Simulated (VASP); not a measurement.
# PtSe2 (R-3m) in VASP: settings compared

PtSe2 is run at these levels: LDA, r2SCAN+rVV10; tasks: single point.

Everything below comes from runs of VASP 6.6.1. Logs are shortened: lines on timing, memory, paths and dates and some standing lists are left out, and cuts for length are marked.

**1. The cell of the first run**

It takes space group R-3m (No. 166, trigonal). The conventional cell has a = 3.691 Å, b = 3.691 Å, c = 17.282 Å, α = 90.00°, β = 90.00°, γ = 120.00°. Pt (site symmetry -3m) has 6 Se at 2.51 Å within 3.3 Å. Within 3.4 Å of Se (site symmetry 3m) lie 3 Pt at 2.51 Å and 3 Se at 3.40 Å.

**2. Single point, LDA**

File INCAR:

```
ALGO = Normal
EDIFF = 1E-7
ENCUT = 520
ISIF = 2
ISMEAR = 0
LASPH = True
LCHARG = False
LREAL = False
LWAVE = False
NBANDS = 18
NELM = 100
PREC = Accurate
SIGMA = 0.01
```

File KPOINTS:

```
k-points
0
Gamma
  8 8 8
```

File POSCAR:

```
PtSe2
1.0
    1.8457016943      1.0656163701      5.7607123488
   -1.8457016943      1.0656163701      5.7607123488
    0.0000000000     -2.1312327401      5.7607123488
Pt Se
1 2
Direct
    0.0000000000      0.0000000000      0.0000000000
    0.2567812158      0.2567812158      0.2567812158
    0.7432187842      0.7432187842      0.7432187842
```

Potentials or basis: VASP PAW LDA potentials, release 64 (Pt, Se).

Launch:

```console
> cat potpaw_LDA.64/Pt/POTCAR potpaw_LDA.64/Se/POTCAR > POTCAR
> mpirun -np 1 vasp_std > vasp.out
```

OUTCAR:

```text
EDIFF = 1E-7
   ENCUT = 520
   ISIF = 2
   ISMEAR = 0
   LASPH = True
   LREAL = False
   NELM = 100
   PREC = Accurate

 ion  position               nearest neighbor table
   1  0.000  0.000  0.000-   3 2.51   3 2.51   2 2.51   2 2.51   3 2.51   2 2.51
   2  0.257  0.257  0.257-   1 2.51   1 2.51   1 2.51
   3  0.743  0.743  0.743-   1 2.51   1 2.51   1 2.51

  LATTYP: Found a trigonal (rhomboedric) cell.
 ALAT       =     6.1423089924
 COS(alpha) =     0.8194116636

  Lattice vectors:

 A1 = (   1.8457016943,   1.0656163701,   5.7607123488)
 A2 = (  -1.8457016943,   1.0656163701,   5.7607123488)
 A3 = (   0.0000000000,  -2.1312327401,   5.7607123488)

Analysis of symmetry for initial positions (statically):
=====================================================================
 Subroutine PRICEL returns:
 Original cell was already a primitive cell.

 Routine SETGRP: Setting up the symmetry group for a
 trigonal (rhombohedral) supercell.

 Subroutine GETGRP returns: Found 12 space group operations
 (whereof 12 operations were pure point group operations)
 out of a pool of 12 trial point group operations.

The static configuration has the point symmetry D_3d.

Analysis of symmetry for dynamics (positions and initial velocities):
=====================================================================
 Subroutine PRICEL returns:
 Original cell was already a primitive cell.

 Routine SETGRP: Setting up the symmetry group for a
 trigonal (rhombohedral) supercell.

 Subroutine GETGRP returns: Found 12 space group operations
 (whereof 12 operations were pure point group operations)
 out of a pool of 12 trial point group operations.

The dynamic configuration has the point symmetry D_3d.

 Subroutine INISYM returns: Found 12 space group operations
 (whereof 12 operations are pure point group operations),
 and found     1 'primitive' translations

----------------------------------------------------------------------------------------

                                     Primitive cell

  volume of cell :      67.9814

  direct lattice vectors                    reciprocal lattice vectors
     1.845701694  1.065616370  5.760712349     0.270899681  0.156404004  0.057863214
    -1.845701694  1.065616370  5.760712349    -0.270899681  0.156404004  0.057863214
     0.000000000 -2.131232740  5.760712349     0.000000000 -0.312808007  0.057863214

  length of vectors
     6.142308992  6.142308992  6.142308992     0.318114761  0.318114761  0.318114761

  position of ions in fractional coordinates (direct lattice)
     0.000000000  0.000000000  0.000000000
     0.256781216  0.256781216  0.256781216
     0.743218784  0.743218784  0.743218784

  ion indices of the primitive-cell ions
   primitive index   ion index
                 1           1
                 2           2
                 3           3

----------------------------------------------------------------------------------------

 KPOINTS: k-points

Automatic generation of k-mesh.
 Grid dimensions read from file:
 generate k-points for:    8    8    8

 Generating k-lattice:

  Cartesian coordinates                     Fractional coordinates (reciprocal lattice)
     0.033862460  0.019550500  0.007232902     0.125000000  0.000000000  0.000000000
    -0.033862460  0.019550500  0.007232902     0.000000000  0.125000000  0.000000000
     0.000000000 -0.039101001  0.007232902    -0.000000000 -0.000000000  0.125000000

  Length of vectors
     0.039764345  0.039764345  0.039764345

  Shift w.r.t. Gamma in fractional coordinates (k-lattice)
     0.000000000  0.000000000  0.000000000

 Subroutine IBZKPT returns following result:
 ===========================================

 Found     65 irreducible k-points:

 Following reciprocal coordinates:
            Coordinates               Weight
  0.000000  0.000000  0.000000      1.000000
  0.125000 -0.000000 -0.000000      6.000000
  0.250000 -0.000000 -0.000000      6.000000
  0.375000 -0.000000  0.000000      6.000000
  0.500000 -0.000000 -0.000000      3.000000
  0.125000  0.125000 -0.000000      6.000000
[... 16 lines left out ...]
  0.250000  0.125000  0.125000      6.000000
  0.375000  0.125000  0.125000      6.000000
 [... further k-points ...]
   k-points           NKPTS =     65   k-points in BZ     NKDIM =     65   number of bands    NBANDS=     18
   number of dos      NEDOS =    301   number of ions     NIONS =      3
   total plane-waves  NPLWV = 110592
   dimension x,y,z NGX =    48 NGY =   48 NGZ =   48
   dimension x,y,z NGXF=    96 NGYF=   96 NGZF=   96
   ions per type =               1   2
   NGX,Y,Z   is equivalent  to a cutoff of  12.99, 12.99, 12.99 a.u.
   NGXF,Y,Z  is equivalent  to a cutoff of  25.98, 25.98, 25.98 a.u.
 SYSTEM =  unknown system
   PREC   = accura    normal or accurate (medium, high low for compatibility)
   ISTART =      0    job   : 0-new  1-cont  2-samecut
   ICHARG =      2    charge: 1-file 2-atom 10-const
   ISPIN  =      1    spin polarized calculation?
   LNONCOLLINEAR =      F non collinear calculations
   LSORBIT =      F    spin-orbit coupling
   LASPH  =      T    aspherical Exc in radial PAW
   ENCUT  =  520.0 eV  38.22 Ry    6.18 a.u.  11.42 11.42 11.42*2*pi/ulx,y,z
   NELM   =    100;   NELMIN=  2; NELMDL= -5     # of ELM steps
   EDIFF  = 0.1E-06   stopping-criterion for ELM
   LREAL  =      F    real-space projection
   EDIFFG = 0.1E-05   stopping-criterion for IOM
   NSW    =      0    number of steps for IOM
   IBRION =     -1    ionic relax: 0-MD 1-quasi-New 2-CG
   NFREE  =      0    steps in history (QN), initial steepest desc. (CG)
   ISIF   =      2    stress and relaxation
   ISYM   =      2    0-nonsym 1-usesym 2-fastsym
   POTIM  = 0.5000    time-step for ionic-motion
   TEBEG  =    0.0;   TEEND  =   0.0 temperature during run
   PSTRESS=    0.0 pullay stress
   NELECT =      22.0000    total number of electrons
   NUPDOWN=      -1.0000    fix difference up-down
   EMIN   =  10.00;   EMAX   =-10.00  energy-range for DOS
   EFERMI =   0.00;   METHOD = LEGACY
   ISMEAR =     0;   SIGMA  =   0.01  broadening in eV -4-tet -1-fermi 0-gaus
   EFERMI_NEDOS =   21; number of points for ismear=-14 and -15
   IALGO  =     38    algorithm
   IMIX   =      4    mixing-type and parameters
     AMIX     =   0.40;   BMIX     =  1.00
     AMIX_MAG =   1.60;   BMIX_MAG =  1.00
  volume/ion in A,a.u.               =      22.66       152.92
  Fermi-wavevector in a.u.,A,eV,Ry     =   1.123964  2.123984 17.188177  1.263295
  Thomas-Fermi vector in A             =   2.260633
   LORBIT       =      0    0 simple, 1 ext, 2 COOP (PROOUT), +10 PAW based schemes
   GGA     = CA    functional components
   LHFCALC =     F    Hartree Fock is set to
   AEXX    =    0.0000 exact exchange contribution
   IVDW    =     0    specifies the selected vdW correction
   LEPSILON=     F    determine dielectric tensor
   LRPA    =     F    only Hartree local field effects (RPA)
 non-spin polarized calculation
 Gauss-broadening in eV      SIGMA  =   0.01
  energy-cutoff  :      520.00
  volume of cell :       67.98
 maximum number of plane-waves:      1845
 NGX is ok and might be reduce to    48
   NGX = 23   NGY = 23   NGZ = 23

 number of electron      22.0000001 magnetization

 Free energy of the ion-electron system (eV)
  ---------------------------------------------------
  ext. energy  EPLUGINS =         0.00000000
  ---------------------------------------------------
  free energy    TOTEN  =       -16.93439478 eV

  energy without entropy =      -16.93439478  energy(sigma->0) =      -16.93439478

 E-fermi :   4.9099     XC(G=0): -10.2456

 val. band max:        4.8385080308   @ k =   0.0000   0.0000   0.0000
 cond. band min:       5.1337033905   @ k =   0.5000   0.2500   0.2500
 fundamental gap:      0.2951953597
 Fermi energy:         4.9099429201

 k-point     1 :       0.0000    0.0000    0.0000
  band No.  band energies     occupation
      1     -10.0275      2.00000
      2      -7.9291      2.00000
      3      -1.5249      2.00000
      4      -0.9630      2.00000
      5      -0.9630      2.00000
      6       1.3125      2.00000
[... 10 lines left out ...]
     17      12.3698      0.00000
     18      15.4957      0.00000

 k-point     2 :       0.1250   -0.0000   -0.0000
  band No.  band energies     occupation
      1      -9.8529      2.00000
      2      -7.9607      2.00000
      3      -1.3293      2.00000
      4      -0.9227      2.00000
      5      -0.8672      2.00000
      6       1.0592      2.00000
[... 10 lines left out ...]
     17      13.0317      0.00000
     18      14.5832      0.00000

 k-point     3 :       0.2500   -0.0000   -0.0000
  band No.  band energies     occupation
      1      -9.3808      2.00000
      2      -8.0377      2.00000
      3      -1.0748      2.00000
      4      -0.6684      2.00000
      5      -0.5017      2.00000
      6       0.1455      2.00000
[... 10 lines left out ...]
     17      13.7904      0.00000
     18      14.3774      0.00000

 k-point     4 :       0.3750   -0.0000    0.0000
  band No.  band energies     occupation
      1      -8.7989      2.00000
      2      -8.1227      2.00000
      3      -1.4347      2.00000
      4      -0.5679      2.00000
      5      -0.3994      2.00000
      6       0.3298      2.00000
[... 375 lines left out ...]
      4      -0.9600      2.00000
      5      -0.9600      2.00000
      6       1.3128      2.00000
[... 10 lines left out ...]
     17      12.4346      0.00000
     18      15.0254      0.00000

 k-point    23 :       0.2500    0.1250    0.1250
  band No.  band energies     occupation
      1      -9.8122      2.00000
      2      -8.0417      2.00000
      3      -1.2417      2.00000
      4      -0.8596      2.00000
      5      -0.8442      2.00000
      6       1.0638      2.00000
[... 10 lines left out ...]
     17      13.0231      0.00000
     18      14.2359      0.00000

 k-point    24 :       0.3750    0.1250    0.1250
  band No.  band energies     occupation
      1      -9.3329      2.00000
      2      -8.1094      2.00000
      3      -1.1893      2.00000
      4      -0.6566      2.00000
      5      -0.2910      2.00000
      6       0.1453      2.00000
[... 10 lines left out ...]
     17      13.6163      0.00000
     18      14.3781      0.00000

 [... further k-points ...]

------------------------ aborting loop because EDIFF is reached ----------------------------------------

  FORCE on cell =-STRESS in cart. coord.  units (eV):
  Direction    XX          YY          ZZ          XY          YZ          ZX
  --------------------------------------------------------------------------------------
  -------------------------------------------------------------------------------------
  Total       -1.0830572     -1.0830572     -1.3378280      0.0000000     -0.0000000      0.0000000
  in kB      -25.5253757    -25.5253757    -31.5297872      0.0000000     -0.0000000      0.0000000
  external PRESSURE =     -27.5268462 kB  Pullay stress =       0.0000000 kB

 VOLUME and BASIS-vectors are now :
 -----------------------------------------------------------------------------
  energy-cutoff  :      520.00
  volume of cell :       67.98
      direct lattice vectors                 reciprocal lattice vectors
     1.845701694  1.065616370  5.760712349     0.270899681  0.156404004  0.057863214
    -1.845701694  1.065616370  5.760712349    -0.270899681  0.156404004  0.057863214
     0.000000000 -2.131232740  5.760712349     0.000000000 -0.312808007  0.057863214

 POSITION                                       TOTAL-FORCE (eV/Angst)
 -----------------------------------------------------------------------------------
      0.00000      0.00000      0.00000         0.000000      0.000000     -0.000000
      0.00000      0.00000      4.43773         0.000000      0.000000      0.341430
      0.00000      0.00000     12.84441         0.000000     -0.000000     -0.341430
 -----------------------------------------------------------------------------------
    total drift:                               -0.000000      0.000000     -0.000000

  FREE ENERGIE OF THE ION-ELECTRON SYSTEM (eV)
  ---------------------------------------------------
  free  energy   TOTEN  =       -16.9343947793 eV

  energy  without entropy=      -16.9343947793  energy(sigma->0) =      -16.93439478
```

Run time: 3.3 min. Hardware: 1 thread of Intel Xeon 8259CL, shared host; peak memory 0.3 GiB.

What came out:

- Free energy: -16.9344 eV
- Pressure: -2.8 GPa
- Largest force: 0.341 eV/Å
- Band gap on the k mesh: 0.30 eV (least direct gap 0.68 eV)

Forces in eV/Å, atoms in the order of the input:
```
Pt   0.000  0.000  0.000
Se   0.000  0.000  0.341
Se   0.000  0.000 -0.341
```

Stress tensor (GPa, compression positive):
```
-2.55  0.00  0.00
 0.00 -2.55  0.00
 0.00  0.00 -3.15
```

Caveat: spin-orbit coupling is left out, which moves the levels of the heavy elements. A k mesh can miss the band edges.

**3. Single point, r2SCAN+rVV10**

POSCAR is that of step 2.

File INCAR.step1:

```
PREC = Accurate
ENCUT = 520
ISMEAR = -1
SIGMA = 0.02
LREAL = False
LASPH = True
NELM = 60
NBANDS = 18
GGA = PE
ALGO = Normal
EDIFF = 1E-4
LWAVE = True
LCHARG = False
```

File INCAR.step2:

```
PREC = Accurate
ENCUT = 520
EDIFF = 1E-6
ISMEAR = -1
SIGMA = 0.02
LREAL = False
LASPH = True
NELM = 60
ALGO = Normal
ISIF = 2
LWAVE = False
LCHARG = False
METAGGA = R2SCAN
LMIXTAU = True
LUSE_VDW = True
IVDW_NL = 2
BPARAM = 11.95
CPARAM = 0.0093
NBANDS = 18
ISTART = 1
```

File KPOINTS:

```
regular mesh
0
Gamma
  8 8 8
```

Potentials or basis: VASP PAW PBE potentials, release 64 (Pt, Se).

Launch:

```console
> cat potpaw_PBE.64/Pt/POTCAR potpaw_PBE.64/Se/POTCAR > POTCAR
> cp INCAR.step1 INCAR
> mpirun -np 1 vasp_std > vasp.out
> cp INCAR.step2 INCAR
> mpirun -np 1 vasp_std > vasp.out
```

OUTCAR:

```text
PREC = Accurate
   ENCUT = 520
   EDIFF = 1E-6
   ISMEAR = -1
   LREAL = False
   LASPH = True
   NELM = 60
   ISIF = 2
   METAGGA = R2SCAN
   IVDW_NL = 2
   BPARAM = 11.95
   ISTART = 1

 ion  position               nearest neighbor table
   1  0.000  0.000  0.000-   3 2.51   3 2.51   2 2.51   2 2.51   3 2.51   2 2.51
   2  0.257  0.257  0.257-   1 2.51   1 2.51   1 2.51
   3  0.743  0.743  0.743-   1 2.51   1 2.51   1 2.51

  LATTYP: Found a trigonal (rhomboedric) cell.
 ALAT       =     6.1423089924
 COS(alpha) =     0.8194116636

  Lattice vectors:

 A1 = (   1.8457016943,   1.0656163701,   5.7607123488)
 A2 = (  -1.8457016943,   1.0656163701,   5.7607123488)
 A3 = (   0.0000000000,  -2.1312327401,   5.7607123488)

Analysis of symmetry for initial positions (statically):
=====================================================================
 Subroutine PRICEL returns:
 Original cell was already a primitive cell.

 Routine SETGRP: Setting up the symmetry group for a
 trigonal (rhombohedral) supercell.

 Subroutine GETGRP returns: Found 12 space group operations
[... 166 lines left out ...]

  energy without entropy =      -80.98509629  energy(sigma->0) =      -80.98509632

 E-fermi :   4.8335     XC(G=0): -10.5921

 val. band max:        4.6024962892   @ k =   0.0000   0.0000   0.0000
 cond. band min:       5.0865159943   @ k =  -0.2500   0.2500   0.0000
 fundamental gap:      0.4840197051
 Fermi energy:         4.8335310700

 k-point     1 :       0.0000    0.0000    0.0000
  band No.  band energies     occupation
      1     -10.8093      2.00000
      2      -8.6129      2.00000
      3      -1.9701      2.00000
      4      -1.3878      2.00000
      5      -1.3878      2.00000
      6       0.9034      2.00000
[... 481 lines left out ...]
      5      -0.6965      2.00000
      6      -0.2502      2.00000
[... 10 lines left out ...]
     17      14.0575      0.00000
     18      14.6867      0.00000

 [... further k-points ...]

------------------------ aborting loop because EDIFF is reached ----------------------------------------

  FORCE on cell =-STRESS in cart. coord.  units (eV):
  Direction    XX          YY          ZZ          XY          YZ          ZX
  --------------------------------------------------------------------------------------
  -------------------------------------------------------------------------------------
  Total        0.2021457      0.2021457      0.1367210      0.0000000      0.0000000      0.0000000
  in kB        4.7641481      4.7641481      3.2222255      0.0000000      0.0000000      0.0000000
  external PRESSURE =       4.2501739 kB  Pullay stress =       0.0000000 kB

 VOLUME and BASIS-vectors are now :
 -----------------------------------------------------------------------------
  energy-cutoff  :      520.00
  volume of cell :       67.98
      direct lattice vectors                 reciprocal lattice vectors
     1.845701694  1.065616370  5.760712349     0.270899681  0.156404004  0.057863214
    -1.845701694  1.065616370  5.760712349    -0.270899681  0.156404004  0.057863214
     0.000000000 -2.131232740  5.760712349     0.000000000 -0.312808007  0.057863214

 POSITION                                       TOTAL-FORCE (eV/Angst)
 -----------------------------------------------------------------------------------
      0.00000      0.00000      0.00000        -0.000000     -0.000000      0.000000
      0.00000      0.00000      4.43773         0.000000     -0.000000     -0.041323
      0.00000      0.00000     12.84441         0.000000      0.000000      0.041323
 -----------------------------------------------------------------------------------
    total drift:                                0.000000      0.000000     -0.000000

  FREE ENERGIE OF THE ION-ELECTRON SYSTEM (eV)
  ---------------------------------------------------
  free  energy   TOTEN  =       -80.9850963390 eV

  energy  without entropy=      -80.9850962945  energy(sigma->0) =      -80.98509632
```

It took 16 min on 1 thread of Intel Xeon 8259CL, shared host; peak memory 0.79 GiB.

Results:

```yaml
Free_energy: -80.9851 eV
Pressure: 0.4 GPa
Largest_force: 0.041 eV/Å
Band_gap_on_the_k_mesh: 0.48 eV (least direct gap 0.97 eV)
```

Forces on the atoms (eV/Å):
```
Pt   0.000  0.000  0.000
Se   0.000  0.000 -0.041
Se   0.000  0.000  0.041
```

Stress tensor (GPa, compression positive):
```
0.48 0.00 0.00
0.00 0.48 0.00
0.00 0.00 0.32
```

Caveat: the PAW data sets were made with another functional, which shifts forces and pressure a little; spin-orbit coupling is left out, which moves the levels of the heavy elements. A k mesh can miss the band edges.
